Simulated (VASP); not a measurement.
# Hg: single point with PBE+D3(BJ)

Hg:

```
CELL_PARAMETERS angstrom
5.10395 0.00000 0.00000
-2.55198 4.42015 0.00000
0.00000 0.00000 3.00796
ATOMIC_POSITIONS crystal
Hg 0.33333 0.66667 0.50000
Hg 0.00000 0.00000 0.00000
Hg 0.66667 0.33333 0.50000
```

```yaml
Program: VASP 6.6.1
Task: single point
Functional: PBE
Dispersion: D3(BJ)
Potentials_or_basis: VASP PAW PBE potentials, release 64 (Hg)
Cutoff: 520 eV
k_mesh: 9 × 9 × 14
Occupations: gaussian, width 0.1 eV
Spin: no spin polarisation
```

The pressure is 5.4 GPa, the band gap on the k mesh is zero (bands 18 and 19 overlap by 4.81 eV) and the dispersion energy per atom is -0.463 eV.

Stress tensor (GPa, compression positive):
```
5.31 0.00 0.00
0.00 5.31 0.00
0.00 0.00 5.50
```

Levels at points of the mesh, in eV from the Fermi level:
```
           k point  band 16  band 17  band 18  band 19  band 20  band 21
(0.00, 0.00, 0.00)    -5.78    -0.93    -0.47     1.93     1.93     1.98
(0.00, 0.00, 0.50)    -3.16    -2.93     3.51     3.67     3.87     3.88
```

It took 2.1 min on 1 thread of Intel(R) Xeon(R) Platinum 8259CL CPU @ 2.50GHz (Skylake/Cascade Lake) (shared host), peak memory 0.27 GiB.

Caveat: the cell stands under pressure; spin-orbit coupling is left out, which moves the levels of the heavy elements.
